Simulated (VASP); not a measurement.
A run of VASP 6.6.1 is set up as follows.

The input INCAR:

```
SYSTEM = ZnMo3
ALGO = Normal
EDIFF = 1E-7
EDIFFG = -0.01
ENCUT = 600
GGA = PE
IBRION = 2
ISIF = 3
ISMEAR = -1
LASPH = .True.
LCHARG = .False.
LREAL = .False.
LWAVE = .False.
NELM = 100
NSW = 60
PREC = Accurate
PSTRESS = 300.0
SIGMA = 0.05
```

The input KPOINTS:

```
k-points
0
Gamma
  7 7 7
  0 0 0
```

POSCAR

```
ZnMo3
1.0
    3.9431540000      0.0000000000      0.0000000000
    0.0000000000      3.9431540000      0.0000000000
    0.0000000000      0.0000000000      3.9431540000
Mo Zn
3 1
Direct
    0.5000000000      0.5000000000      0.0000000000
    0.5000000000      0.0000000000      0.5000000000
    0.0000000000      0.5000000000      0.5000000000
    0.0000000000      0.0000000000      0.0000000000
```

Potentials or basis: VASP PAW PBE potentials, release 64 (Mo_sv, Zn).

The run is started by

```console
$ cat potpaw_PBE.64/Mo_sv/POTCAR potpaw_PBE.64/Zn/POTCAR > POTCAR
$ mpirun -np 1 vasp_std > vasp.out
```

(1) Predict the relaxed cell.

(2) Estimate the relaxed volume.

Results:

(1) a = 3.796 Å, b = 3.796 Å, c = 3.796 Å, α = 90.00°, β = 90.00°, γ = 90.00°.

(2) 13.68 Å³/atom.

Caveat: the cell is relaxed towards a set pressure, so the run minimises the enthalpy, not the energy.
